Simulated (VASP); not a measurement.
# Hg (Fd-3m) in VASP: a series of runs, part 2 of 2

VASP 6.6.1. The steps go on from the part before.

## (6) Single point, PBE (42.90 Å³/atom)

This run uses another cell than the first one, of 42.90 Å³/atom.

File INCAR:

```
ALGO = Normal
EDIFF = 1E-7
ENCUT = 520
GGA = PE
ISIF = 2
ISMEAR = -1
LASPH = T
LCHARG = F
LREAL = F
LWAVE = F
NBANDS = 19
NELM = 100
PREC = Accurate
SIGMA = 0.05
```

File KPOINTS:

```
k-points
0
Gamma
  11 11 11
```

File POSCAR:

```
Hg
1.0
    0.0000000000      3.5007375682      3.5007375682
    3.5007375682      0.0000000000      3.5007375682
    3.5007375682      3.5007375682      0.0000000000
Hg
2
Direct
   -0.1250000000     -0.1250000000     -0.1250000000
    0.1250000000      0.1250000000      0.1250000000
```

Potentials or basis: VASP PAW PBE potentials, release 64 (Hg).

Run with:

```
> cat potpaw_PBE.64/Hg/POTCAR > POTCAR
> mpirun -np 1 vasp_std > vasp.out
```

OUTCAR:

```text
EDIFF = 1E-7
   ENCUT = 520
   GGA = PE
   ISIF = 2
   ISMEAR = -1
   LASPH = T
   LREAL = F
   NELM = 100
   PREC = Accurate

 ion  position               nearest neighbor table
   1  0.875  0.875  0.875-   2 3.03   2 3.03   2 3.03   2 3.03
   2  0.125  0.125  0.125-   1 3.03   1 3.03   1 3.03   1 3.03

  LATTYP: Found a face centered cubic cell.
 ALAT       =     7.0014751364

  Lattice vectors:

 A1 = (   0.0000000000,   3.5007375682,   3.5007375682)
 A2 = (   3.5007375682,   0.0000000000,   3.5007375682)
 A3 = (   3.5007375682,   3.5007375682,   0.0000000000)

Analysis of symmetry for initial positions (statically):
=====================================================================
 Subroutine PRICEL returns:
 Original cell was already a primitive cell.

 Routine SETGRP: Setting up the symmetry group for a
 face centered cubic supercell.

 Subroutine GETGRP returns: Found 48 space group operations
 (whereof 12 operations were pure point group operations)
 out of a pool of 48 trial point group operations.

The static configuration has the point symmetry D_3d.
 The point group associated with its full space group is O_h .

Analysis of symmetry for dynamics (positions and initial velocities):
=====================================================================
 Subroutine PRICEL returns:
 Original cell was already a primitive cell.

 Routine SETGRP: Setting up the symmetry group for a
 face centered cubic supercell.

 Subroutine GETGRP returns: Found 48 space group operations
 (whereof 12 operations were pure point group operations)
 out of a pool of 48 trial point group operations.

The dynamic configuration has the point symmetry D_3d.
[... 111 lines left out ...]
   NELECT =      24.0000    total number of electrons
   NUPDOWN=      -1.0000    fix difference up-down
   EMIN   =  10.00;   EMAX   =-10.00  energy-range for DOS
   EFERMI =   0.00;   METHOD = LEGACY
   ISMEAR =    -1;   SIGMA  =   0.05  broadening in eV -4-tet -1-fermi 0-gaus
   EFERMI_NEDOS =   21; number of points for ismear=-14 and -15
   IALGO  =     38    algorithm
   IMIX   =      4    mixing-type and parameters
     AMIX     =   0.40;   BMIX     =  1.00
     AMIX_MAG =   1.60;   BMIX_MAG =  1.00
  volume/ion in A,a.u.               =      42.90       289.52
  Fermi-wavevector in a.u.,A,eV,Ry     =   1.070637  2.023211 15.595871  1.146264
  Thomas-Fermi vector in A             =   2.206353
   LORBIT       =      0    0 simple, 1 ext, 2 COOP (PROOUT), +10 PAW based schemes
   GGA     = PE    functional components
   LHFCALC =     F    Hartree Fock is set to
   AEXX    =    0.0000 exact exchange contribution
   IVDW    =     0    specifies the selected vdW correction
   LEPSILON=     F    determine dielectric tensor
   LRPA    =     F    only Hartree local field effects (RPA)
 non-spin polarized calculation
  energy-cutoff  :      520.00
  volume of cell :       85.80
 maximum number of plane-waves:      2325
 NGX is ok and might be reduce to    40
   NGX = 19   NGY = 19   NGZ = 19

 number of electron      24.0000002 magnetization

 Free energy of the ion-electron system (eV)
  ---------------------------------------------------
  ext. energy  EPLUGINS =         0.00000000
  ---------------------------------------------------
  free energy    TOTEN  =        -0.17165101 eV

  energy without entropy =       -0.16375005  energy(sigma->0) =       -0.16770053

 E-fermi :   0.2499     XC(G=0):  -7.5124

 val. band max:        0.2069402667   @ k =  -0.2727   0.3636   0.0909
 cond. band min:       0.2567372092   @ k =  -0.3636   0.2727   0.0000
 fundamental gap:      0.0497969425
 Fermi energy:         0.2498697340

 k-point     1 :       0.0000    0.0000    0.0000
  band No.  band energies     occupation
      1      -7.2183      2.00000
      2      -7.2183      2.00000
      3      -7.2183      2.00000
      4      -7.1643      2.00000
      5      -7.1643      2.00000
      6      -6.7744      2.00000
[... 505 lines left out ...]
      6      -6.8269      2.00000
[... 11 lines left out ...]
     18       6.9066      0.00000
     19       8.8275      0.00000

 [... further k-points ...]

------------------------ aborting loop because EDIFF is reached ----------------------------------------

  FORCE on cell =-STRESS in cart. coord.  units (eV):
  Direction    XX          YY          ZZ          XY          YZ          ZX
  --------------------------------------------------------------------------------------
  -------------------------------------------------------------------------------------
  Total        0.2945283      0.2945283      0.2945283     -0.0000000      0.0000000      0.0000000
  in kB        5.4995728      5.4995728      5.4995728     -0.0000000      0.0000000      0.0000000
  external PRESSURE =       5.4995728 kB  Pullay stress =       0.0000000 kB

 VOLUME and BASIS-vectors are now :
 -----------------------------------------------------------------------------
  energy-cutoff  :      520.00
  volume of cell :       85.80
      direct lattice vectors                 reciprocal lattice vectors
     0.000000000  3.500737568  3.500737568    -0.142827044  0.142827044  0.142827044
     3.500737568  0.000000000  3.500737568     0.142827044 -0.142827044  0.142827044
     3.500737568  3.500737568  0.000000000     0.142827044  0.142827044 -0.142827044

 POSITION                                       TOTAL-FORCE (eV/Angst)
 -----------------------------------------------------------------------------------
      6.12629      6.12629      6.12629        -0.000000     -0.000000     -0.000000
      0.87518      0.87518      0.87518         0.000000      0.000000      0.000000
 -----------------------------------------------------------------------------------
    total drift:                                0.000000      0.000000     -0.000000

  FREE ENERGIE OF THE ION-ELECTRON SYSTEM (eV)
  ---------------------------------------------------
  free  energy   TOTEN  =        -0.1716510148 eV

  energy  without entropy=       -0.1637500526  energy(sigma->0) =       -0.16770053
```

OSZICAR:

```text
N       E                     dE             d eps       ncg     rms          rms(c)
DAV:   1     0.160011430872E+03    0.16001E+03   -0.11179E+04  2128   0.111E+03
DAV:   2     0.446420891185E+01   -0.15555E+03   -0.14826E+03  2226   0.281E+02
DAV:   3    -0.186169442195E+00   -0.46504E+01   -0.46307E+01  2435   0.524E+01
DAV:   4    -0.199796871575E+00   -0.13627E-01   -0.13626E-01  2284   0.294E+00
DAV:   5    -0.199852595849E+00   -0.55724E-04   -0.55724E-04  2363   0.163E-01    0.258E+00
DAV:   6    -0.173055272782E+00    0.26797E-01   -0.75520E-02  2336   0.256E+00    0.205E+00
DAV:   7    -0.171483547270E+00    0.15717E-02   -0.11387E-02  2263   0.806E-01    0.955E-01
DAV:   8    -0.171602900128E+00   -0.11935E-03   -0.12186E-03  2206   0.368E-01    0.377E-02
DAV:   9    -0.171628836134E+00   -0.25936E-04   -0.28788E-05  2290   0.464E-02    0.133E-02
DAV:  10    -0.171650512526E+00   -0.21676E-04   -0.22001E-05  2184   0.343E-02    0.264E-03
DAV:  11    -0.171650925088E+00   -0.41256E-06   -0.63072E-07  2107   0.376E-03    0.277E-03
DAV:  12    -0.171651014840E+00   -0.89753E-07   -0.13260E-07  1801   0.205E-03
   1 F= -.17165101E+00 E0= -.16770053E+00  d E =-.790096E-02
```

It took 33 s on 1 thread of Intel Xeon 6975P-C (Granite Rapids), shared host; peak memory 0.27 GiB.

What came out:

```yaml
Free_energy: -0.1717 eV
Pressure: 0.5 GPa
Band_gap_on_the_k_mesh: zero (bands 12 and 13 overlap by 1.60 eV)
```

Caveat: spin-orbit coupling is left out, which moves the levels of the heavy elements.

## (7) Overview

| cell | gap on the mesh (eV) | pressure (GPa) |
| --- | --- | --- |
| a = 4.576 Å, angles 60.0°, 2 atoms | none | 4.5 |
| a = 4.771 Å, angles 60.0°, 2 atoms | none | 1.6 |
| a = 4.951 Å, angles 60.0°, 2 atoms | none | 0.5 |

Alike in all rows: task single point; level PBE; potentials or basis VASP PAW PBE potentials, release 64 (Hg); no spin polarisation; k mesh 11 × 11 × 11; cutoff (eV) 520; smearing fermi-dirac 0.05 eV.

Caveats: spin-orbit coupling is left out, which moves the levels of the heavy elements; the cell stands under pressure (at least some runs).

Absolute energies hang on the potentials; compare differences alone.
